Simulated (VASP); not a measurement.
A run of VASP 6.6.1 is set up as follows.

INCAR

```
SYSTEM = WS2
ALGO = Normal
EDIFF = 1E-6
ENCUT = 500
GGA = PS
GGA_COMPAT = .False.
ISIF = 2
ISMEAR = 0
LASPH = .True.
LCHARG = .True.
LELF = .True.
LREAL = .False.
LVHAR = .True.
LWAVE = .False.
NBANDS = 35
NELM = 120
PREC = Accurate
SIGMA = 0.01
```

Contents of KPOINTS:

```
k-points
0
Gamma
  8 8 2
  0 0 0
```

File POSCAR:

```
WS2
1.0
    3.1304393103      0.0000000000      0.0000000000
   -1.5652196551      2.7110399677      0.0000000000
    0.0000000000      0.0000000000     12.7315538363
W S
2 4
Direct
    0.3333333333      0.6666666667      0.2500000000
    0.6666666667      0.3333333333      0.7500000000
    0.3333333333      0.6666666667      0.6265002607
    0.6666666667      0.3333333333      0.1265002607
    0.3333333333      0.6666666667      0.8734997393
    0.6666666667      0.3333333333      0.3734997393
```

Potentials or basis: VASP PAW PBE potentials, release 64 (W_sv, S).

Launch:

```console
$ cat potpaw_PBE.64/W_sv/POTCAR potpaw_PBE.64/S/POTCAR > POTCAR
$ mpirun -np 1 vasp_std > vasp.out
```

Q: What does it give for the largest force?

A: 0.043 eV/Å.

Q: What does it give for the band gap on the k mesh?

A: 1.30 eV (least direct gap 2.38 eV).

Q: Predict the pressure.

A: 1.2 GPa.

Forces on the atoms (eV/Å):
```
W    0.000  0.000  0.000
W    0.000  0.000  0.000
S    0.000  0.000 -0.043
S    0.000  0.000 -0.043
S    0.000  0.000  0.043
S    0.000  0.000  0.043
```

Caveat: the cell differs from its parent crystal (in-plane strain -0.005); the PAW data sets were made with another functional, which shifts forces and pressure a little; spin-orbit coupling is left out, which moves the levels of the heavy elements; this functional lacks dispersion, which binds layers or chains, so the pressure and a relaxed spacing across them are unreliable. A k mesh can miss the band edges.
